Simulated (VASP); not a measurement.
# Al3Cu2 (Cm) in VASP: a series of runs

The runs below take Al3Cu2 through single point, with PBEsol.

Everything below comes from runs of VASP 6.6.1. Logs are shortened: lines on timing, memory, paths and dates and some standing lists are left out, and cuts for length are marked.

## (1) The cell of the first run

Symmetry: Cm, No. 8, monoclinic system. Conventional cell: a = 7.099 Å, b = 4.099 Å, c = 4.982 Å, α = 90.00°, β = 90.00°, γ = 90.00°. Within 3.3 Å of Al (site symmetry m) lie 6 Cu at 2.49 Å and 6 Al at 2.90 to 2.97 Å. Al (site symmetry m) has 5 Cu at 2.45 to 2.61 Å and 6 Al at 2.77 to 2.97 Å within 3.2 Å. Al (site symmetry m) has 5 Cu at 2.45 to 2.56 Å and 6 Al at 2.77 to 2.94 Å within 3.2 Å. Cu (site symmetry m) has 8 Al at 2.45 to 2.56 Å and 3 Cu at 2.84 Å within 3.2 Å. Cu (site symmetry m) has 8 Al at 2.45 to 2.61 Å and 3 Cu at 2.84 Å within 3.2 Å.

## (2) Single point, PBEsol (atom 2 (Al) moved -0.060 Å along Cartesian [0 1 0])

INCAR

```
SYSTEM = Al3Cu2
  PREC = Accurate
  ENCUT = 520
  EDIFF = 1E-7
  ISMEAR = 0
  SIGMA = 0.15
  LREAL = .False.
  LASPH = .True.
  NELM = 60
  ALGO = Fast
  ISIF = 2
  LWAVE = .False.
  LCHARG = .False.
  GGA = PS
  NBANDS = 24
```

KPOINTS

```
regular mesh
0
Gamma
  12 12 10
  0 0 0
```

POSCAR

```
Al3Cu2
1.0
    4.0985856014      0.0000000000      0.0000000000
   -2.0492928007      3.5494792504      0.0000000000
    0.0000000000      0.0000000000      4.9821008425
Al Cu
3 2
Direct
    0.0000000000      0.0000000000      0.0000000000
    0.3248813893      0.6497627786      0.3515059809
    0.6666666667      0.3333333333      0.6484940191
    0.3333333333      0.6666666667      0.8422899817
    0.6666666667      0.3333333333      0.1577100183
```

Potentials or basis: VASP PAW PBE potentials, release 64 (Al, Cu).

Run with:

```
$ cat potpaw_PBE.64/Al/POTCAR potpaw_PBE.64/Cu/POTCAR > POTCAR
$ mpirun -np 1 vasp_std > vasp.out
```

OUTCAR:

```text
SYSTEM = Al3Cu2
   PREC = Accurate
   ENCUT = 520
   EDIFF = 1E-7
   ISMEAR = 0
   LREAL = .False.
   LASPH = .True.
   NELM = 60
   ISIF = 2
   GGA = PS

 ion  position               nearest neighbor table
   1  0.000  0.000  0.000-   4 2.49   5 2.49   5 2.49   4 2.49   5 2.49   4 2.49   2 2.90   3 2.94
                             3 2.94   3 2.94   2 2.97   2 2.97
   2  0.325  0.650  0.352-   4 2.45   5 2.53   5 2.53   4 2.54   5 2.61   3 2.77   3 2.77   3 2.84
                             1 2.90   1 2.97   1 2.97
   3  0.667  0.333  0.648-   5 2.45   5 2.54   4 2.56   4 2.56   4 2.56   2 2.77   2 2.77   2 2.84
                             1 2.94   1 2.94   1 2.94
   4  0.333  0.667  0.842-   2 2.45   1 2.49   1 2.49   1 2.49   2 2.54   3 2.56   3 2.56   3 2.56

   5  0.667  0.333  0.158-   3 2.45   1 2.49   1 2.49   1 2.49   2 2.53   2 2.53   3 2.54   2 2.61

  LATTYP: Found a hexagonal cell.
 ALAT       =     4.0985856014
 C/A-ratio  =     1.2155658871

  Lattice vectors:

 A1 = (   4.0985856014,   0.0000000000,   0.0000000000)
 A2 = (  -2.0492928007,   3.5494792504,   0.0000000000)
 A3 = (   0.0000000000,   0.0000000000,   4.9821008425)

Analysis of symmetry for initial positions (statically):
=====================================================================
 Subroutine PRICEL returns:
 Original cell was already a primitive cell.

 Routine SETGRP: Setting up the symmetry group for a
 hexagonal supercell.

 Subroutine GETGRP returns: Found  2 space group operations
 (whereof  2 operations were pure point group operations)
 out of a pool of 24 trial point group operations.

The static configuration has the point symmetry C_1h.

Analysis of symmetry for dynamics (positions and initial velocities):
=====================================================================
 Subroutine PRICEL returns:
 Original cell was already a primitive cell.

 Routine SETGRP: Setting up the symmetry group for a
 hexagonal supercell.

 Subroutine GETGRP returns: Found  2 space group operations
 (whereof  2 operations were pure point group operations)
 out of a pool of 24 trial point group operations.

The dynamic configuration has the point symmetry C_1h.

 Subroutine INISYM returns: Found  2 space group operations
 (whereof  2 operations are pure point group operations),
 and found     1 'primitive' translations

----------------------------------------------------------------------------------------

                                     Primitive cell

  volume of cell :      72.4788

  direct lattice vectors                    reciprocal lattice vectors
     4.098585601  0.000000000  0.000000000     0.243986608  0.140865734  0.000000000
    -2.049292801  3.549479250  0.000000000     0.000000000  0.281731468  0.000000000
     0.000000000  0.000000000  4.982100843     0.000000000  0.000000000  0.200718539

  length of vectors
     4.098585601  4.098585601  4.982100843     0.281731468  0.281731468  0.200718539

  position of ions in fractional coordinates (direct lattice)
     0.000000000  0.000000000  0.000000000
     0.324881389  0.649762779  0.351505981
     0.666666667  0.333333333  0.648494019
     0.333333333  0.666666667  0.842289982
     0.666666667  0.333333333  0.157710018

  ion indices of the primitive-cell ions
   primitive index   ion index
                 1           1
                 2           2
                 3           3
                 4           4
                 5           5

----------------------------------------------------------------------------------------

 KPOINTS: regular mesh

Automatic generation of k-mesh.
 Grid dimensions read from file:
 generate k-points for:   12   12   10

 Generating k-lattice:

  Cartesian coordinates                     Fractional coordinates (reciprocal lattice)
     0.020332217  0.011738811  0.000000000     0.083333333  0.000000000  0.000000000
     0.000000000  0.023477622  0.000000000     0.000000000  0.083333333  0.000000000
     0.000000000  0.000000000  0.020071854     0.000000000  0.000000000  0.100000000

  Length of vectors
     0.023477622  0.023477622  0.020071854

  Shift w.r.t. Gamma in fractional coordinates (k-lattice)
     0.000000000  0.000000000  0.000000000

 Subroutine IBZKPT returns following result:
 ===========================================

 Found    398 irreducible k-points:

 Following reciprocal coordinates:
            Coordinates               Weight
  0.000000  0.000000  0.000000      1.000000
  0.083333 -0.000000  0.000000      4.000000
  0.000000  0.083333  0.000000      2.000000
  0.166667  0.000000  0.000000      4.000000
  0.000000  0.166667  0.000000      2.000000
  0.250000  0.000000  0.000000      4.000000
[... 16 lines left out ...]
 -0.083333  0.416667  0.000000      4.000000
 -0.416667  0.333333  0.000000      4.000000
 [... further k-points ...]
   k-points           NKPTS =    398   k-points in BZ     NKDIM =    398   number of bands    NBANDS=     24
   number of dos      NEDOS =    301   number of ions     NIONS =      5
   total plane-waves  NPLWV =  36000
   dimension x,y,z NGX =    30 NGY =   30 NGZ =   40
   dimension x,y,z NGXF=    60 NGYF=   60 NGZF=   80
   ions per type =               3   2
   NGX,Y,Z   is equivalent  to a cutoff of  12.17, 12.17, 13.35 a.u.
   NGXF,Y,Z  is equivalent  to a cutoff of  24.34, 24.34, 26.69 a.u.
 SYSTEM =  Al3Cu2
   PREC   = accura    normal or accurate (medium, high low for compatibility)
   ISTART =      0    job   : 0-new  1-cont  2-samecut
   ICHARG =      2    charge: 1-file 2-atom 10-const
   ISPIN  =      1    spin polarized calculation?
   LNONCOLLINEAR =      F non collinear calculations
   LSORBIT =      F    spin-orbit coupling
   LASPH  =      T    aspherical Exc in radial PAW
   ENCUT  =  520.0 eV  38.22 Ry    6.18 a.u.   7.62  7.62  9.26*2*pi/ulx,y,z
   NELM   =     60;   NELMIN=  2; NELMDL= -5     # of ELM steps
   EDIFF  = 0.1E-06   stopping-criterion for ELM
   LREAL  =      F    real-space projection
   EDIFFG = 0.1E-05   stopping-criterion for IOM
   NSW    =      0    number of steps for IOM
   IBRION =     -1    ionic relax: 0-MD 1-quasi-New 2-CG
   NFREE  =      0    steps in history (QN), initial steepest desc. (CG)
   ISIF   =      2    stress and relaxation
   ISYM   =      2    0-nonsym 1-usesym 2-fastsym
   POTIM  = 0.5000    time-step for ionic-motion
   TEBEG  =    0.0;   TEEND  =   0.0 temperature during run
   PSTRESS=    0.0 pullay stress
   NELECT =      31.0000    total number of electrons
   NUPDOWN=      -1.0000    fix difference up-down
   EMIN   =  10.00;   EMAX   =-10.00  energy-range for DOS
   EFERMI =   0.00;   METHOD = LEGACY
   ISMEAR =     0;   SIGMA  =   0.15  broadening in eV -4-tet -1-fermi 0-gaus
   EFERMI_NEDOS =   21; number of points for ismear=-14 and -15
   IALGO  =     68    algorithm
   IMIX   =      4    mixing-type and parameters
     AMIX     =   0.40;   BMIX     =  1.00
     AMIX_MAG =   1.60;   BMIX_MAG =  1.00
  volume/ion in A,a.u.               =      14.50        97.82
  Fermi-wavevector in a.u.,A,eV,Ry     =   1.233460  2.330901 20.700218  1.521423
  Thomas-Fermi vector in A             =   2.368189
   LORBIT       =      0    0 simple, 1 ext, 2 COOP (PROOUT), +10 PAW based schemes
   GGA     = PS    functional components
   LHFCALC =     F    Hartree Fock is set to
   AEXX    =    0.0000 exact exchange contribution
   IVDW    =     0    specifies the selected vdW correction
   LEPSILON=     F    determine dielectric tensor
   LRPA    =     F    only Hartree local field effects (RPA)
 non-spin polarized calculation
 RMM-DIIS sequential band-by-band and
 Gauss-broadening in eV      SIGMA  =   0.15
  energy-cutoff  :      520.00
  volume of cell :       72.48
 maximum number of plane-waves:      1986
   NGX = 15   NGY = 15   NGZ = 19

 number of electron      30.9999980 magnetization

 Free energy of the ion-electron system (eV)
  ---------------------------------------------------
  ext. energy  EPLUGINS =         0.00000000
  ---------------------------------------------------
  free energy    TOTEN  =       -21.71442396 eV

  energy without entropy =      -21.69999314  energy(sigma->0) =      -21.70720855

 E-fermi :   8.2906     XC(G=0): -11.0670

 val. band max:        8.2790031132   @ k =   0.4167   0.0000   0.1000
 cond. band min:       8.2966456646   @ k =  -0.0833   0.3333   0.3000
 fundamental gap:      0.0176425514
 Fermi energy:         8.2905818102

 k-point     1 :       0.0000    0.0000    0.0000
  band No.  band energies     occupation
      1      -2.9639      2.00000
      2       1.8758      2.00000
      3       2.3945      2.00000
      4       2.9343      2.00000
      5       2.9399      2.00000
      6       3.2939      2.00000
[... 16 lines left out ...]
     23      14.0828      0.00000
     24      14.1456      0.00000

 k-point     2 :       0.0833   -0.0000    0.0000
  band No.  band energies     occupation
      1      -2.8814      2.00000
      2       1.9172      2.00000
      3       2.3881      2.00000
      4       2.9561      2.00000
      5       2.9635      2.00000
      6       3.2765      2.00000
[... 16 lines left out ...]
     23      13.8392      0.00000
     24      13.9102      0.00000

 k-point     3 :       0.0000    0.0833    0.0000
  band No.  band energies     occupation
      1      -2.8817      2.00000
      2       1.9169      2.00000
      3       2.3876      2.00000
      4       2.9520      2.00000
      5       2.9651      2.00000
      6       3.2777      2.00000
[... 16 lines left out ...]
     23      13.8340      0.00000
     24      13.8434      0.00000
[... 514 lines left out ...]
 k-point    23 :      -0.0833    0.4167    0.0000
  band No.  band energies     occupation
      1      -1.2910      2.00000
      2       1.3176      2.00000
      3       2.1746      2.00000
      4       2.9474      2.00000
      5       3.2614      2.00000
      6       3.3255      2.00000
[... 16 lines left out ...]
     23      14.4059      0.00000
     24      16.7334      0.00000

 k-point    24 :      -0.4167    0.3333    0.0000
  band No.  band energies     occupation
      1      -1.2775      2.00000
      2       1.3045      2.00000
      3       2.1797      2.00000
      4       2.9557      2.00000
      5       3.2626      2.00000
      6       3.3223      2.00000
[... 16 lines left out ...]
     23      14.3642      0.00000
     24      16.7081      0.00000

 [... further k-points ...]

------------------------ aborting loop because EDIFF is reached ----------------------------------------

  FORCE on cell =-STRESS in cart. coord.  units (eV):
  Direction    XX          YY          ZZ          XY          YZ          ZX
  --------------------------------------------------------------------------------------
  -------------------------------------------------------------------------------------
  Total        0.3496915     -0.0840182      0.2508250      0.0000000      0.0427839      0.0000000
  in kB        7.7300890     -1.8572596      5.5446007      0.0000000      0.9457582      0.0000000
  external PRESSURE =       3.8058100 kB  Pullay stress =       0.0000000 kB

 VOLUME and BASIS-vectors are now :
 -----------------------------------------------------------------------------
  energy-cutoff  :      520.00
  volume of cell :       72.48
      direct lattice vectors                 reciprocal lattice vectors
     4.098585601  0.000000000  0.000000000     0.243986608  0.140865734  0.000000000
    -2.049292801  3.549479250  0.000000000     0.000000000  0.281731468  0.000000000
     0.000000000  0.000000000  4.982100843     0.000000000  0.000000000  0.200718539

 POSITION                                       TOTAL-FORCE (eV/Angst)
 -----------------------------------------------------------------------------------
      0.00000      0.00000      0.00000        -0.000000     -0.057121     -0.004776
      0.00000      2.30632      1.75124         0.000000      0.271185      0.007096
      2.04929      1.18316      3.23086        -0.000000     -0.097369      0.007274
     -0.00000      2.36632      4.19637        -0.000000      0.026481      0.002748
      2.04929      1.18316      0.78573        -0.000000     -0.143176     -0.012342
 -----------------------------------------------------------------------------------
    total drift:                                0.000000      0.000019     -0.000013

  FREE ENERGIE OF THE ION-ELECTRON SYSTEM (eV)
  ---------------------------------------------------
  free  energy   TOTEN  =       -21.7144239556 eV

  energy  without entropy=      -21.6999931424  energy(sigma->0) =      -21.70720855
```

Wall time 8 min (1 thread of Intel Xeon 6975P-C (Granite Rapids), shared host); peak memory 0.64 GiB.

Results:

```
Free energy   : -21.7144 eV
Pressure      : 0.4 GPa
Largest force : 0.271 eV/Å
```

Forces on the atoms (eV/Å):
```
Al   0.000 -0.057 -0.005
Al   0.000  0.271  0.007
Al   0.000 -0.097  0.007
Cu   0.000  0.026  0.003
Cu   0.000 -0.143 -0.012
```

Levels at points of the mesh, in eV from the Fermi level:
```tsv
k point	band 14	band 15	band 16	band 17	band 18	band 19
(0.00, 0.00, 0.00)	-0.24	-0.12	1.31	1.39	2.51	2.88
(0.50, 0.00, 0.00)	-2.96	-2.56	-0.73	-0.07	0.38	3.07
(0.00, 0.50, 0.00)	-2.96	-2.55	-0.73	-0.06	0.39	3.07
(0.00, 0.00, 0.50)	1.26	1.30	1.40	1.83	2.41	2.44
(0.50, 0.00, 0.50)	-3.51	-1.74	-0.15	0.76	0.96	5.15
(0.00, 0.50, 0.50)	-3.49	-1.75	-0.17	0.74	0.95	5.13
```

Caveat: the cell differs from its parent crystal (atom 2 (Al) moved -0.060 Å along Cartesian [0 1 0]); the PAW data sets were made with another functional, which shifts forces and pressure a little.

## (3) Single point, PBEsol (atom 2 (Al) moved +0.040 Å along Cartesian [0 1 0])

INCAR

```
SYSTEM = Al3Cu2
ALGO = Fast ; EDIFF = 1E-7
ENCUT = 520 ; GGA = PS
ISIF = 2 ; ISMEAR = 0
LASPH = .TRUE. ; LCHARG = .FALSE.
LREAL = .FALSE. ; LWAVE = .FALSE.
NBANDS = 24 ; NELM = 60
PREC = Accurate ; SIGMA = 0.15
```

KPOINTS

```
k-points
0
G
  12 12 10
  0 0 0
```

Changes to POSCAR since step 2:

```diff
@@ -9,3 +9,3 @@
     0.0000000000      0.0000000000      0.0000000000
-    0.3248813893      0.6497627786      0.3515059809
+    0.3389679627      0.6779359254      0.3515059809
     0.6666666667      0.3333333333      0.6484940191
```

Potentials or basis: VASP PAW PBE potentials, release 64 (Al, Cu).

Run with:

```
$ cat potpaw_PBE.64/Al/POTCAR potpaw_PBE.64/Cu/POTCAR > POTCAR
$ mpirun -np 1 vasp_std > vasp.out
```

It took 8.2 min on 1 thread of Intel Xeon 6975P-C (Granite Rapids), shared host; peak memory 0.64 GiB.

The run converged. Its results:

```yaml
Free_energy: -21.7188 eV
Pressure: 0.3 GPa
Largest_force: 0.201 eV/Å
```

Forces on the atoms (eV/Å):
```
Al   0.000  0.035 -0.002
Al   0.000 -0.201  0.003
Al   0.000  0.074  0.003
Cu   0.000 -0.017  0.004
Cu   0.000  0.109 -0.009
```

Stress tensor (GPa, compression positive):
```
-0.11  0.00  0.00
 0.00  0.62 -0.05
 0.00 -0.05  0.54
```

Levels at points of the mesh, in eV from the Fermi level:
```tsv
k point	band 14	band 15	band 16	band 17	band 18	band 19
(0.00, 0.00, 0.00)	-0.22	-0.14	1.32	1.37	2.51	2.88
(0.50, 0.00, 0.00)	-2.96	-2.56	-0.73	-0.06	0.39	3.07
(0.00, 0.50, 0.00)	-2.96	-2.56	-0.73	-0.07	0.38	3.06
(0.00, 0.00, 0.50)	1.25	1.31	1.38	1.83	2.41	2.44
(0.50, 0.00, 0.50)	-3.50	-1.75	-0.16	0.74	0.95	5.14
(0.00, 0.50, 0.50)	-3.51	-1.74	-0.15	0.76	0.97	5.14
```

Caveat: the cell differs from its parent crystal (atom 2 (Al) moved +0.040 Å along Cartesian [0 1 0]); the PAW data sets were made with another functional, which shifts forces and pressure a little.

## (4) Single point, PBEsol (atom 2 (Al) moved -0.020 Å along Cartesian [0 1 0])

INCAR

```
SYSTEM = Al3Cu2
  ALGO = Fast
  EDIFF = 1E-6
  ENCUT = 520
  GGA = PS
  ISIF = 2
  ISMEAR = 0
  LASPH = .TRUE.
  LCHARG = .FALSE.
  LREAL = .FALSE.
  LWAVE = .FALSE.
  NBANDS = 24
  NELM = 100
  PREC = Accurate
  SIGMA = 0.15
```

KPOINTS is that of step 3.

Changes to POSCAR since step 3:

```diff
@@ -9,3 +9,3 @@
     0.0000000000      0.0000000000      0.0000000000
-    0.3389679627      0.6779359254      0.3515059809
+    0.3305160187      0.6610320373      0.3515059809
     0.6666666667      0.3333333333      0.6484940191
```

Run with:

```
$ cat potpaw_PBE.64/Al/POTCAR potpaw_PBE.64/Cu/POTCAR > POTCAR
$ mpirun -np 1 vasp_std > vasp.out
```

It took 16 min on 1 thread of Oxide Virtual Turin-like, shared host; peak memory 0.61 GiB.

Results (log left out):

```
Free energy   : -21.7218 eV
Pressure      : 0.4 GPa
Largest force : 0.094 eV/Å
```

Forces on the atoms (eV/Å):
```
Al   0.000 -0.018 -0.001
Al   0.000  0.094  0.001
Al   0.000 -0.034  0.000
Cu   0.000  0.009  0.004
Cu   0.000 -0.050 -0.006
```

Stress tensor (GPa, compression positive):
```
0.46 0.00 0.00
0.00 0.13 0.03
0.00 0.03 0.59
```

Levels at points of the mesh, in eV from the Fermi level:
```tsv
k point	band 13	band 14	band 15	band 16	band 17	band 18	band 19	band 20
(0.00, 0.00, 0.00)	-3.62	-0.20	-0.16	1.34	1.36	2.51	2.88	5.35
(0.50, 0.00, 0.00)	-3.04	-2.96	-2.56	-0.73	-0.07	0.39	3.07	3.80
(0.00, 0.50, 0.00)	-3.04	-2.96	-2.56	-0.73	-0.06	0.39	3.07	3.78
(0.00, 0.00, 0.50)	1.19	1.23	1.32	1.35	1.82	2.42	2.43	2.50
(0.50, 0.00, 0.50)	-4.11	-3.50	-1.75	-0.15	0.75	0.96	5.15	5.36
(0.00, 0.50, 0.50)	-4.10	-3.50	-1.75	-0.16	0.74	0.95	5.14	5.38
```

Caveat: the cell differs from its parent crystal (atom 2 (Al) moved -0.020 Å along Cartesian [0 1 0]); the PAW data sets were made with another functional, which shifts forces and pressure a little.

[end of part 1 of 2]
